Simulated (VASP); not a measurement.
A run of VASP 6.6.1:

Contents of INCAR:

```
SYSTEM = Cr
ALGO = Normal
EDIFF = 1E-7
ENCUT = 520
GGA = PE
ISIF = 2
ISMEAR = -1
IVDW = 12
LASPH = .TRUE.
LCHARG = .FALSE.
LREAL = Auto
LWAVE = .FALSE.
NBANDS = 110
NELM = 100
PREC = Accurate
SIGMA = 0.17
```

Contents of KPOINTS:

```
k-points
0
G
  2 2 2
  0 0 0
```

POSCAR

```
Cr
1.0
    6.0346920000      0.0000000000      0.0000000000
    0.0000000000      6.0346920000      0.0000000000
    0.0000000000      0.0000000000      6.0346920000
Cr
16
Direct
   -0.0098927998     -0.0226689283     -0.0041095718
    0.4484238798     -0.0709729676     -0.0024524864
   -0.0107213425      0.4376196830      0.0100585084
   -0.0468955168     -0.0529770202      0.5031739814
    0.2425310190      0.2584058971      0.2437904039
    0.5051459130      0.4382493754      0.0273419091
    0.4352831926     -0.0676256551      0.4779531416
    0.7399052015      0.1782029638      0.2346764342
   -0.0135052460      0.4897681605      0.5088909260
    0.2114772386      0.7276924821      0.2477839797
    0.1806554502      0.2270372705      0.7485386164
    0.4560630435      0.4839352199      0.5502849193
    0.7075920362      0.6983454997      0.3204803161
    0.6862156345      0.2192986817      0.7578680072
    0.2210883339      0.7167722893      0.7684733537
    0.7033664684      0.6926948384      0.7755325375
```

Potentials or basis: VASP PAW PBE potentials, release 64 (Cr_pv).

Launch:

```sh
$ cat potpaw_PBE.64/Cr_pv/POTCAR > POTCAR
$ mpirun -np 1 vasp_std > vasp.out
```

Hardware: 1 thread of Intel(R) Xeon(R) Platinum 8488C (Sapphire Rapids) (shared host).

Question: Estimate the wall time of this run.

Answer: It took 16 min on 1 thread of Intel(R) Xeon(R) Platinum 8488C (Sapphire Rapids) (shared host), peak memory 0.4 GiB. Counts: scf iterations 56, k points 8.
